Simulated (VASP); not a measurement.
Write the native input for VASP 6.6.1 that does the following.

```
Task                   : single point
Functional             : LDA
Potentials or basis    : VASP PAW LDA potentials, release 64 (Cd, O)
Cutoff                 : 600 eV
k mesh                 : 10 × 10 × 10
Occupations            : fermi-dirac, width 0.05 eV
Spin                   : no spin polarisation
Dipole correction      : no
Further INCAR settings : ALGO = Normal; EDIFF = 1e-06; NBANDS = 16
```

The structure of CdO (Monteponite) lies in POSCAR:

```
CdO
1.0
    0.0000000000      2.3495000000      2.3495000000
    2.3495000000      0.0000000000      2.3495000000
    2.3495000000      2.3495000000      0.0000000000
Cd O
1 1
Direct
    0.0000000000      0.0000000000      0.0000000000
    0.5000000000      0.5000000000      0.5000000000
```

One way to write it, as run:

INCAR

```
SYSTEM = CdO
  PREC = Accurate
  ENCUT = 600
  EDIFF = 1E-6
  ISMEAR = -1
  SIGMA = 0.05
  LREAL = .FALSE.
  LASPH = .TRUE.
  NELM = 120
  ALGO = Normal
  ISIF = 2
  LWAVE = .FALSE.
  LCHARG = .TRUE.
  LELF = .TRUE.
  LVHAR = .TRUE.
  NBANDS = 16
  GGA_COMPAT = .FALSE.
```

KPOINTS

```
regular mesh
0
G
  10 10 10
  0 0 0
```

Potentials or basis: VASP PAW LDA potentials, release 64 (Cd, O).

Command:

```bash
$ cat potpaw_LDA.64/Cd/POTCAR potpaw_LDA.64/O/POTCAR > POTCAR
$ mpirun -np 1 vasp_std > vasp.out
```

Results of the run:

The pressure is -4.6 GPa. The band gap on the k mesh is zero (band 9 reaches 1.78 eV, above the bottom of band 10 at 1.27 eV).

Run time: 22 s on 1 thread of Intel(R) Xeon(R) Platinum 8259CL CPU @ 2.50GHz (Skylake/Cascade Lake) (shared host), peak memory 0.15 GiB.
